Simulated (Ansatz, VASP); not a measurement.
Two plane-wave programs on Ir

```
Ir
1.0
     0.00000    1.91547    1.91547
     1.91547    0.00000    1.91547
     1.91547    1.91547    0.00000
Ir
1
Direct
  0.00000 0.00000 0.00000
```

Alike in both runs: functional PBEsol; k mesh 10 × 10 × 10; occupations gaussian, width 0.1 eV; no spin polarisation.

Ansatz relaxed the structure, and its values are those at the end. VASP's run is a single point on that final structure, the one shown.

```csv
,VASP,Ansatz
version,VASP 6.6.1,Ansatz 0.2.0
potentials or method,"VASP PAW PBE potentials, release 64 (Ir), cutoff 500 eV","scalar-relativistic, plane waves, PAW"
valence electrons in the cell,9,17
```

```tsv
	VASP	Ansatz	Ansatz less VASP
gap on the k mesh at the Fermi level (eV)	none	none	-
pressure (GPa)	0.8	-0.1	-0.95
```

VASP's potentials were made for PBE, not for PBEsol. A gap of «none» marks a metal or a gap that the smearing closes. VASP's potentials hold 9 valence electrons a cell and Ansatz's 17, so a difference there can come from the potentials and not from the codes.

Spin-orbit coupling is off throughout.
